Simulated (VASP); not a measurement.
Set up this calculation in VASP 6.6.1, as the native input.

| Quantity | Value |
| --- | --- |
| Task | single point |
| Functional | PBEsol |
| Potentials or basis | VASP PAW PBE potentials, release 64 (Ti_sv, Al) |
| Cutoff | 520 eV |
| k mesh | 15 × 15 × 6 |
| Occupations | gaussian, width 0.15 eV |
| Spin | no spin polarisation |
| Dipole correction | no |
| Further INCAR settings | ALGO = Fast; EDIFF = 1e-07; NBANDS = 28 |

The structure of Ti3Al lies in POSCAR:

```
Ti3Al
1.0
    2.9488768782      0.0000000000      0.0000000000
   -1.4744384391      2.5538022892      0.0000000000
    0.0000000000      0.0000000000      8.8103594491
Ti Al
3 1
Direct
    0.6666666667      0.3333333333      0.0000000000
    0.3333333333      0.6666666667      0.7402302947
    0.3333333333      0.6666666667      0.2597697053
    0.6666666667      0.3333333333      0.5000000000
```

This cell differs from its parent crystal: atoms shifted along a free coordinate, c/a of the conventional cell at fixed volume 2.9877.

One way to write it, as run:

INCAR

```
ALGO = Fast
EDIFF = 1E-7
ENCUT = 520
GGA = PS
ISIF = 2
ISMEAR = 0
LASPH = True
LCHARG = False
LREAL = False
LWAVE = False
NBANDS = 28
NELM = 80
PREC = Accurate
SIGMA = 0.15
```

KPOINTS

```
k-points
0
Gamma
  15 15 6
```

Potentials or basis: VASP PAW PBE potentials, release 64 (Ti_sv, Al).

Run with:

```sh
$ cat potpaw_PBE.64/Ti_sv/POTCAR potpaw_PBE.64/Al/POTCAR > POTCAR
$ mpirun -np 1 vasp_std > vasp.out
```

Results of the run:

```json
{
 "Pressure": "0.8 GPa",
 "Largest force": "0.998 eV/Å",
 "Band gap on the k mesh": "zero (an odd number of electrons rules out a gap without spin polarisation)"
}
```

Caveat: the stress differs along the axes, from -3 to 7 GPa; the PAW data sets were made with another functional, which shifts forces and pressure a little.

Wall time 23 min on 1 thread of Intel Xeon 8259CL, on a shared host, peak memory 0.31 GiB.
